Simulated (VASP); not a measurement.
# Si in VASP: a series of runs, part 2 of 2

VASP 6.6.1. The steps go on from the part before.

## 3. Single point, LDA (mode 6 frozen in at +0.000 Å, normal strain along x +0.0467)

Contents of INCAR:

```
PREC = Accurate
ENCUT = 520
EDIFF = 1E-6
ISMEAR = 0
SIGMA = 0.05
LREAL = F
LASPH = T
NELM = 100
ALGO = Normal
ISIF = 2
LWAVE = F
LCHARG = T
GGA = CA
LELF = T
LVHAR = T
NBANDS = 16
```

Contents of KPOINTS:

```
regular mesh
0
Gamma
  10 10 6
```

Contents of POSCAR:

```
Si
1.0
    0.0000000000     -2.7007989451     -2.7007989451
    0.0000000000      2.7007989451     -2.7007989451
    5.6538525117      0.0000000000      0.0000000000
Si
4
Direct
    0.5000000000      0.5000000000      0.0000000000
    0.0000000000      0.0000000000      0.5000000000
    0.0000000000      0.5000000000      0.2500000000
    0.5000000000      0.0000000000      0.7500000000
```

Potentials or basis: VASP PAW LDA potentials, release 64 (Si).

The run is started by

```sh
$ cat potpaw_LDA.64/Si/POTCAR > POTCAR
$ mpirun -np 1 vasp_std > vasp.out
```

OUTCAR:

```text
PREC = Accurate
   ENCUT = 520
   EDIFF = 1E-6
   ISMEAR = 0
   LREAL = F
   LASPH = T
   NELM = 100
   ISIF = 2
   GGA = CA

 ion  position               nearest neighbor table
   1  0.500  0.500  0.000-   3 2.38   4 2.38   4 2.38   3 2.38
   2  0.000  0.000  0.500-   3 2.38   4 2.38   3 2.38   4 2.38
   3  0.000  0.500  0.250-   1 2.38   2 2.38   2 2.38   1 2.38
   4  0.500  0.000  0.750-   1 2.38   2 2.38   1 2.38   2 2.38

  LATTYP: Found a simple tetragonal cell.
 ALAT       =     3.8195064974
 C/A-ratio  =     1.4802573357

  Lattice vectors:

 A1 = (   0.0000000000,  -2.7007989451,  -2.7007989451)
 A2 = (   0.0000000000,   2.7007989451,  -2.7007989451)
 A3 = (   5.6538525117,   0.0000000000,   0.0000000000)

Analysis of symmetry for initial positions (statically):
=====================================================================
 Subroutine PRICEL returns following result:

  LATTYP: Found a body centered tetragonal cell.
 ALAT       =     3.8195064974
 C/A-ratio  =     1.4802573357

  Lattice vectors:

 A1 = (  -2.8269262559,  -2.7007989451,   0.0000000000)
 A2 = (  -2.8269262558,   2.7007989451,   0.0000000000)
[... 183 lines left out ...]

  energy without entropy =      -23.75683903  energy(sigma->0) =      -23.75683907

 E-fermi :   5.7273     XC(G=0):  -9.4969

 val. band max:        5.5879080089   @ k =   0.0000   0.0000   0.0000
 cond. band min:       5.8720491737   @ k =   0.4000   0.4000   0.0000
 fundamental gap:      0.2841411649
 Fermi energy:         5.7272922850

 k-point     1 :       0.0000    0.0000    0.0000
  band No.  band energies     occupation
      1      -6.2826      2.00000
      2      -2.4174      2.00000
      3      -2.4174      2.00000
      4       2.9296      2.00000
      5       2.9296      2.00000
      6       5.2556      2.00000
[... 433 lines left out ...]
      3      -1.1990      2.00000
      4       1.7832      2.00000
      5       2.6839      2.00000
      6       3.2990      2.00000
[... 8 lines left out ...]
     15      12.1879      0.00000
     16      12.4874      0.00000

 [... further k-points ...]
[... 5 lines left out ...]
  --------------------------------------------------------------------------------------
  -------------------------------------------------------------------------------------
  Total       -3.6780410     -1.2460522     -1.2460522      0.0000000      0.0000000     -0.0000000
  in kB      -71.4443964    -24.2040394    -24.2040394      0.0000000      0.0000000     -0.0000000
  external PRESSURE =     -39.9508251 kB  Pullay stress =       0.0000000 kB

 VOLUME and BASIS-vectors are now :
 -----------------------------------------------------------------------------
  energy-cutoff  :      520.00
  volume of cell :       82.48
      direct lattice vectors                 reciprocal lattice vectors
     0.000000000 -2.700798945 -2.700798945     0.000000000 -0.185130404 -0.185130404
     0.000000000  2.700798945 -2.700798945     0.000000000  0.185130404 -0.185130404
     5.653852512  0.000000000  0.000000000     0.176870549  0.000000000  0.000000000

 POSITION                                       TOTAL-FORCE (eV/Angst)
 -----------------------------------------------------------------------------------
      0.00000      0.00000     -2.70080        -0.000000      0.000000      0.000000
      2.82693      0.00000      0.00000        -0.000000      0.000000      0.000000
      1.41346      1.35040     -1.35040         0.000000     -0.000000     -0.000000
      4.24039     -1.35040     -1.35040         0.000000     -0.000000     -0.000000
 -----------------------------------------------------------------------------------
    total drift:                               -0.000000      0.000000     -0.000000

  FREE ENERGIE OF THE ION-ELECTRON SYSTEM (eV)
  ---------------------------------------------------
  free  energy   TOTEN  =       -23.7568391137 eV

  energy  without entropy=      -23.7568390287  energy(sigma->0) =      -23.75683907
```

OSZICAR:

```text
N       E                     dE             d eps       ncg     rms          rms(c)
DAV:   1     0.243150200403E+02    0.24315E+02   -0.59478E+03  2688   0.816E+02
DAV:   2    -0.222421866940E+02   -0.46557E+02   -0.42467E+02  3760   0.120E+02
DAV:   3    -0.242146697676E+02   -0.19725E+01   -0.19600E+01  3568   0.234E+01
DAV:   4    -0.242387056032E+02   -0.24036E-01   -0.24032E-01  3440   0.338E+00
DAV:   5    -0.242391612019E+02   -0.45560E-03   -0.45559E-03  3616   0.437E-01    0.680E+00
DAV:   6    -0.239099345186E+02    0.32923E+00   -0.12883E-01  3112   0.163E+00    0.407E+00
DAV:   7    -0.237563416213E+02    0.15359E+00   -0.25549E-01  3144   0.234E+00    0.263E-01
DAV:   8    -0.237568902746E+02   -0.54865E-03   -0.19923E-02  3152   0.714E-01    0.930E-02
DAV:   9    -0.237568094869E+02    0.80788E-04   -0.58837E-04  3488   0.130E-01    0.814E-02
DAV:  10    -0.237568381011E+02   -0.28614E-04   -0.60938E-05  3296   0.419E-02    0.753E-02
DAV:  11    -0.237568391076E+02   -0.10065E-05   -0.43977E-06  3360   0.114E-02    0.289E-03
DAV:  12    -0.237568391137E+02   -0.61480E-08   -0.48284E-08  1952   0.133E-03
   1 F= -.23756839E+02 E0= -.23756839E+02  d E =-.850540E-07
```

It took 33 s on 1 thread of AMD EPYC 9R45 (Zen 5), shared host; peak memory 0.16 GiB.

Results:

| Property | Result |
| --- | --- |
| Free energy | -23.7568 eV |
| Pressure | -4.0 GPa |
| Band gap on the k mesh | 0.28 eV |

Stress tensor (GPa, compression positive):
```
-7.14  0.00  0.00
 0.00 -2.42  0.00
 0.00  0.00 -2.42
```

Levels at points of the mesh, in eV from the valence-band top:
| k point | band 4 | band 5 | band 6 | band 7 | band 8 | band 9 | band 10 | band 11 | band 12 | band 13 |
| --- | --- | --- | --- | --- | --- | --- | --- | --- | --- | --- |
| (0.00, 0.00, 0.00) | -2.66 | -2.66 | -0.33 | 0.00 | 0.00 | 0.79 | 0.79 | 2.35 | 2.35 | 2.52 |
| (0.50, 0.00, 0.00) | -5.64 | -3.94 | -3.94 | -1.17 | -1.17 | 2.51 | 2.51 | 4.57 | 4.57 | 4.60 |
| (0.50, 0.50, 0.00) | -7.74 | -2.99 | -2.99 | -2.99 | -2.99 | 0.43 | 0.43 | 0.43 | 0.43 | 9.36 |
| (0.00, 0.00, 0.50) | -3.86 | -1.77 | -1.77 | -1.77 | -1.77 | 1.20 | 1.20 | 2.91 | 2.91 | 5.44 |
| (0.50, 0.00, 0.50) | -6.97 | -1.50 | -1.50 | -1.06 | -1.06 | 1.14 | 1.14 | 3.10 | 3.10 | 3.36 |
| (0.50, 0.50, 0.50) | -7.61 | -3.86 | -3.86 | -3.86 | -3.86 | 3.74 | 3.74 | 3.74 | 3.74 | 4.30 |

Caveat: the cell differs from its parent crystal (mode 6 frozen in at +0.000 Å, normal strain along x +0.0467).

## 4. Single point, LDA (mode 6 frozen in at -0.033 Å, normal strain along x +0.0467)

Contents of INCAR:

```
SYSTEM = Si
ALGO = Normal
EDIFF = 1E-6
ENCUT = 520
ISIF = 2
ISMEAR = 0
LASPH = .TRUE.
LCHARG = .FALSE.
LREAL = .FALSE.
LWAVE = .FALSE.
NBANDS = 16
NELM = 60
PREC = Accurate
SIGMA = 0.05
```

Contents of KPOINTS:

```
k-points
0
G
  10 10 6
  0 0 0
```

POSCAR, as its differences from that of step 3:

```diff
@@ -8,4 +8,4 @@
 Direct
-    0.5000000000      0.5000000000      0.0000000000
-    0.0000000000      0.0000000000      0.5000000000
+    0.5000000000      0.5000000000     -0.0061093033
+    0.0000000000      0.0000000000      0.5061093033
     0.0000000000      0.5000000000      0.2500000000
```

Potentials or basis: VASP PAW LDA potentials, release 64 (Si).

The run is started by

```sh
$ cat potpaw_LDA.64/Si/POTCAR > POTCAR
$ mpirun -np 1 vasp_std > vasp.out
```

OUTCAR:

```text
SYSTEM = Si
   EDIFF = 1E-6
   ENCUT = 520
   ISIF = 2
   ISMEAR = 0
   LASPH = .TRUE.
   LREAL = .FALSE.
   NELM = 60
   PREC = Accurate

 ion  position               nearest neighbor table
   1  0.500  0.500  0.994-   4 2.36   4 2.36   3 2.40   3 2.40
   2  0.000  0.000  0.506-   4 2.36   4 2.36   3 2.40   3 2.40
   3  0.000  0.500  0.250-   1 2.40   2 2.40   2 2.40   1 2.40
   4  0.500  0.000  0.750-   1 2.36   2 2.36   1 2.36   2 2.36

  LATTYP: Found a simple tetragonal cell.
 ALAT       =     3.8195064974
 C/A-ratio  =     1.4802573357

  Lattice vectors:

 A1 = (   0.0000000000,  -2.7007989451,  -2.7007989451)
 A2 = (   0.0000000000,   2.7007989451,  -2.7007989451)
 A3 = (   5.6538525117,   0.0000000000,   0.0000000000)

Analysis of symmetry for initial positions (statically):
=====================================================================
 Subroutine PRICEL returns:
 Original cell was already a primitive cell.

 Routine SETGRP: Setting up the symmetry group for a
 simple tetragonal supercell.

 Subroutine GETGRP returns: Found  8 space group operations
 (whereof  4 operations were pure point group operations)
 out of a pool of 16 trial point group operations.

The static configuration has the point symmetry C_2v.
 The point group associated with its full space group is D_2d.

Analysis of symmetry for dynamics (positions and initial velocities):
=====================================================================
 Subroutine PRICEL returns:
 Original cell was already a primitive cell.

 Routine SETGRP: Setting up the symmetry group for a
 simple tetragonal supercell.

 Subroutine GETGRP returns: Found  8 space group operations
 (whereof  4 operations were pure point group operations)
 out of a pool of 16 trial point group operations.

The dynamic configuration has the point symmetry C_2v.
 The point group associated with its full space group is D_2d.

 Subroutine INISYM returns: Found  8 space group operations
 (whereof  4 operations are pure point group operations),
 and found     1 'primitive' translations

[... 115 lines left out ...]
   IALGO  =     38    algorithm
   IMIX   =      4    mixing-type and parameters
     AMIX     =   0.40;   BMIX     =  1.00
     AMIX_MAG =   1.60;   BMIX_MAG =  1.00
  volume/ion in A,a.u.               =      20.62       139.15
  Fermi-wavevector in a.u.,A,eV,Ry     =   0.947680  1.790856 12.219363  0.898098
  Thomas-Fermi vector in A             =   2.075797
   LORBIT       =      0    0 simple, 1 ext, 2 COOP (PROOUT), +10 PAW based schemes
   GGA     = CA    functional components
   LHFCALC =     F    Hartree Fock is set to
   AEXX    =    0.0000 exact exchange contribution
   IVDW    =     0    specifies the selected vdW correction
   LEPSILON=     F    determine dielectric tensor
   LRPA    =     F    only Hartree local field effects (RPA)
 non-spin polarized calculation
 Gauss-broadening in eV      SIGMA  =   0.05
  energy-cutoff  :      520.00
  volume of cell :       82.48
 maximum number of plane-waves:      2252
   NGX = 15   NGY = 15   NGZ = 21

 number of electron      16.0000000 magnetization

 Free energy of the ion-electron system (eV)
  ---------------------------------------------------
  ext. energy  EPLUGINS =         0.00000000
  ---------------------------------------------------
  free energy    TOTEN  =       -23.73782967 eV

  energy without entropy =      -23.73782947  energy(sigma->0) =      -23.73782957

 E-fermi :   5.7258     XC(G=0):  -9.4969

 val. band max:        5.5945270348   @ k =   0.0000   0.0000   0.0000
 cond. band min:       5.8595042931   @ k =   0.5000   0.5000   0.0000
 fundamental gap:      0.2649772583
 Fermi energy:         5.7258114615

 k-point     1 :       0.0000    0.0000    0.0000
  band No.  band energies     occupation
      1      -6.2889      2.00000
      2      -2.4157      2.00000
      3      -2.4137      2.00000
      4       2.9190      2.00000
      5       2.9190      2.00000
      6       5.2504      2.00000
[... 433 lines left out ...]
      3      -1.1983      2.00000
      4       1.7677      2.00000
      5       2.6965      2.00000
      6       3.2858      2.00000
[... 8 lines left out ...]
     15      12.1928      0.00000
     16      12.4288      0.00000

 [... further k-points ...]
[... 5 lines left out ...]
  --------------------------------------------------------------------------------------
  -------------------------------------------------------------------------------------
  Total       -3.6777129     -1.2051143     -1.2051143      0.0000000     -0.0000000      0.0000000
  in kB      -71.4380228    -23.4088379    -23.4088379      0.0000000     -0.0000000      0.0000000
  external PRESSURE =     -39.4185662 kB  Pullay stress =       0.0000000 kB

 VOLUME and BASIS-vectors are now :
 -----------------------------------------------------------------------------
  energy-cutoff  :      520.00
  volume of cell :       82.48
      direct lattice vectors                 reciprocal lattice vectors
     0.000000000 -2.700798945 -2.700798945     0.000000000 -0.185130404 -0.185130404
     0.000000000  2.700798945 -2.700798945     0.000000000  0.185130404 -0.185130404
     5.653852512  0.000000000  0.000000000     0.176870549  0.000000000  0.000000000

 POSITION                                       TOTAL-FORCE (eV/Angst)
 -----------------------------------------------------------------------------------
      5.61931      0.00000     -2.70080         0.550005      0.000000     -0.000000
      2.86147      0.00000      0.00000        -0.550005     -0.000000      0.000000
      1.41346      1.35040     -1.35040        -0.000000      0.000000     -0.000000
      4.24039     -1.35040     -1.35040        -0.000000      0.000000     -0.000000
 -----------------------------------------------------------------------------------
    total drift:                                0.000000     -0.000000      0.000000

  FREE ENERGIE OF THE ION-ELECTRON SYSTEM (eV)
  ---------------------------------------------------
  free  energy   TOTEN  =       -23.7378296733 eV

  energy  without entropy=      -23.7378294654  energy(sigma->0) =      -23.73782957
```

Wall time 32 s (1 thread of AMD EPYC 9R45 (Zen 5), shared host); peak memory 0.17 GiB.

What came out:

| Property | Result |
| --- | --- |
| Free energy | -23.7378 eV |
| Pressure | -3.9 GPa |
| Largest force | 0.550 eV/Å |
| Band gap on the k mesh | 0.27 eV |

Forces in eV/Å, atoms in the order of the input:
```
Si   0.550  0.000  0.000
Si  -0.550  0.000  0.000
Si   0.000  0.000  0.000
Si   0.000  0.000  0.000
```

Caveat: the cell differs from its parent crystal (mode 6 frozen in at -0.033 Å, normal strain along x +0.0467). A k mesh can miss the band edges.

## 5. Single point, LDA (mode 6 frozen in at -0.033 Å, normal strain along x -0.0233)

Contents of INCAR:

```
SYSTEM = Si
PREC = Accurate
ENCUT = 520
EDIFF = 1E-6
ISMEAR = 0
SIGMA = 0.05
LREAL = .False.
LASPH = .True.
NELM = 80
ALGO = Normal
ISIF = 2
LWAVE = .False.
LCHARG = .False.
NBANDS = 16
```

Contents of KPOINTS:

```
Automatic mesh
0
Gamma
  10 10 6
  0 0 0
```

POSCAR, as its differences from that of step 4:

```diff
@@ -4,3 +4,3 @@
     0.0000000000      2.7007989451     -2.7007989451
-    5.6538525117      0.0000000000      0.0000000000
+    5.2757406594      0.0000000000      0.0000000000
 Si
```

The run is started by

```sh
$ cat potpaw_LDA.64/Si/POTCAR > POTCAR
$ mpirun -np 1 vasp_std > vasp.out
```

Run time: 58 s. Hardware: 1 thread of Intel Xeon Platinum 8488C (Sapphire Rapids), shared host; peak memory 0.19 GiB.

It converged, with:

```yaml
Free_energy: -23.7982 eV
Pressure: 2.5 GPa
Largest_force: 0.571 eV/Å
Band_gap_on_the_k_mesh: 0.18 eV
```

Forces on the atoms (eV/Å):
```
Si   0.571  0.000  0.000
Si  -0.571  0.000  0.000
Si   0.000  0.000  0.000
Si   0.000  0.000  0.000
```

Stress tensor (GPa, compression positive):
```
3.85 0.00 0.00
0.00 1.82 0.00
0.00 0.00 1.82
```

Levels at points of the mesh, in eV from the valence-band top:
| k point | band 6 | band 7 | band 8 | band 9 | band 10 | band 11 |
| --- | --- | --- | --- | --- | --- | --- |
| (0.00, 0.00, 0.00) | -0.13 | -0.13 | 0.00 | 0.32 | 0.34 | 2.42 |
| (0.50, 0.00, 0.00) | -3.87 | -1.70 | -1.46 | 2.06 | 2.25 | 4.71 |
| (0.50, 0.50, 0.00) | -2.97 | -2.97 | -2.93 | 0.37 | 0.51 | 0.51 |
| (0.00, 0.00, 0.50) | -2.28 | -2.01 | -2.01 | 0.74 | 0.84 | 2.94 |
| (0.50, 0.00, 0.50) | -1.29 | -1.21 | -1.18 | 1.45 | 1.47 | 3.02 |
| (0.50, 0.50, 0.50) | -4.14 | -4.14 | -4.12 | 4.20 | 4.29 | 4.29 |

Caveat: the cell differs from its parent crystal (mode 6 frozen in at -0.033 Å, normal strain along x -0.0233). A k mesh can miss the band edges.

## 6. Single point, LDA (mode 6 frozen in at -0.033 Å, normal strain along x +0.0000)

Contents of INCAR:

```
ALGO = Normal
EDIFF = 1E-6
ENCUT = 520
GGA = CA
ISIF = 2
ISMEAR = 0
LASPH = True
LCHARG = True
LELF = True
LREAL = False
LVHAR = True
LWAVE = False
NBANDS = 16
NELM = 100
PREC = Accurate
SIGMA = 0.05
```

Contents of KPOINTS:

```
k-points
0
Gamma
  10 10 6
```

POSCAR, as its differences from that of step 5:

```diff
@@ -4,3 +4,3 @@
     0.0000000000      2.7007989451     -2.7007989451
-    5.2757406594      0.0000000000      0.0000000000
+    5.4015978902      0.0000000000      0.0000000000
 Si
```

Potentials or basis: VASP PAW LDA potentials, release 64 (Si).

The run is started by

```sh
$ cat potpaw_LDA.64/Si/POTCAR > POTCAR
$ mpirun -np 1 vasp_std > vasp.out
```

Wall time 44 s (1 thread of Intel Xeon Platinum 8488C (Sapphire Rapids), shared host); peak memory 0.19 GiB.

The run converged. Its results:

```
Free energy            : -23.8204 eV
Pressure               : 0.1 GPa
Largest force          : 0.569 eV/Å
Band gap on the k mesh : 0.42 eV
```

Forces in eV/Å, atoms in the order of the input:
```
Si   0.569  0.000  0.000
Si  -0.569  0.000  0.000
Si   0.000  0.000  0.000
Si   0.000  0.000  0.000
```

Stress tensor (GPa, compression positive):
```
0.04 0.00 0.00
0.00 0.16 0.00
0.00 0.00 0.16
```

Levels at points of the mesh, in eV from the valence-band top:
```csv
k point,band 5,band 6,band 7,band 8,band 9,band 10,band 11,band 12
"(0.00, 0.00, 0.00)",-2.91,-0.02,0.00,0.00,0.56,0.57,2.53,2.53
"(0.50, 0.00, 0.00)",-3.90,-3.79,-1.47,-1.23,2.27,2.47,4.73,4.80
"(0.50, 0.50, 0.00)",-2.95,-2.90,-2.90,-2.85,0.42,0.57,0.57,0.72
"(0.00, 0.00, 0.50)",-2.07,-2.07,-1.79,-1.79,0.96,1.07,2.98,3.08
"(0.50, 0.00, 0.50)",-1.35,-1.23,-1.20,-1.08,1.47,1.48,3.20,3.20
"(0.50, 0.50, 0.50)",-3.97,-3.95,-3.95,-3.93,4.08,4.18,4.18,4.27
```

Caveat: the cell differs from its parent crystal (mode 6 frozen in at -0.033 Å, normal strain along x +0.0000).

## 7. Overview

```csv
cell,gap on the mesh (eV),pressure (GPa),largest force (eV/Å)
"a = 3.820, b = 3.820, c = 5.527 Å, 4 atoms",0.34,-2.0,0.56
"a = 3.820, b = 3.820, c = 5.654 Å, 4 atoms",0.27,-3.9,0.55
"a = 3.820, b = 3.820, c = 5.276 Å, 4 atoms",0.18,2.5,0.57
"a = 3.820, b = 3.820, c = 5.402 Å, 4 atoms",0.42,0.1,0.57
```

Some of these runs hold the atoms at other places in the same cell, which the table doesn't show; runs alike in all that it shows share one row.

Alike in all rows: task single point; level LDA; potentials or basis VASP PAW LDA potentials, release 64 (Si); no spin polarisation; k mesh 10 × 10 × 6; cutoff (eV) 520; smearing gaussian 0.05 eV.

Total energies depend on the potentials used, so only differences within one code and one set of settings carry meaning.
